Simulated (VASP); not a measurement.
Input of a VASP 6.6.1 run:

File INCAR:

```
ALGO     = Normal         # electronic algorithm
EDIFF    = 1E-6           # SCF threshold, eV
ENCUT    = 520            # plane-wave cutoff, eV
GGA      = PS             # functional
ISIF     = 2              # what is computed and relaxed
ISMEAR   = 0              # smearing method
LASPH    = T              # aspherical terms in the spheres
LCHARG   = T              # write CHGCAR
LELF     = T              # ELF
LREAL    = F              # projectors in reciprocal space
LVHAR    = T            
LWAVE    = F              # write WAVECAR
NBANDS   = 14             # bands
NELM     = 80             # most SCF steps
PREC     = Accurate       # precision mode
SIGMA    = 0.1            # smearing width, eV
```

The input KPOINTS:

```
k-points
0
Gamma
  16 16 16
```

POSCAR

```
HfN
1.0
    0.0000000000      2.2508709353      2.2508709353
    2.2508709353      0.0000000000      2.2508709353
    2.2508709353      2.2508709353      0.0000000000
Hf N
1 1
Direct
    0.0000000000      0.0000000000      0.0000000000
    0.5000000000      0.5000000000      0.5000000000
```

Potentials or basis: VASP PAW PBE potentials, release 64 (Hf_pv, N).

Launch:

```sh
$ cat potpaw_PBE.64/Hf_pv/POTCAR potpaw_PBE.64/N/POTCAR > POTCAR
$ mpirun -np 1 vasp_std > vasp.out
```

Task: Estimate the pressure.

Result: -2.2 GPa.

Caveat: the PAW data sets were made with another functional, which shifts forces and pressure a little.
